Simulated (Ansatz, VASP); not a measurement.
# One calculation of Tl, two programs

```xyz
2
Lattice="0.0000 3.3576 3.3576 3.3576 0.0000 3.3576 3.3576 3.3576 0.0000" Properties=species:S:1:pos:R:3 pbc="T T T"
Tl    0.8394    0.8394    0.8394
Tl    5.8757    5.8757    5.8757
```

Alike in both runs: task relaxation of cell and atoms; functional BLYP; k mesh 8 × 8 × 8; occupations fermi-dirac, width 0.1 eV; no spin polarisation.

|  | VASP | Ansatz |
| --- | --- | --- |
| version | VASP 6.6.1 | Ansatz 0.2.0 |
| potentials or method | VASP PAW PBE potentials, release 64 (Tl_d), cutoff 600 eV | plane waves (420 eV) with PAW, scalar-relativistic |
| valence electrons in the cell | 26 | 26 |

Ansatz gave:

- relaxed volume (Å³/atom): 50.76
- relaxed length of the cell vector where the two differ most in proportion (Å): 5.236

**Question.** What did VASP give for the same quantities?

**Answer.** Relaxed volume (Å³/atom): 50.77; relaxed length of the cell vector where the two differ most in proportion (Å): 5.236.

VASP's potentials were made for PBE, not for BLYP.

Neither program's run includes spin-orbit coupling. Noted on VASP's run: the volume moved by over 15 % at a fixed basis, so the end points are rough.
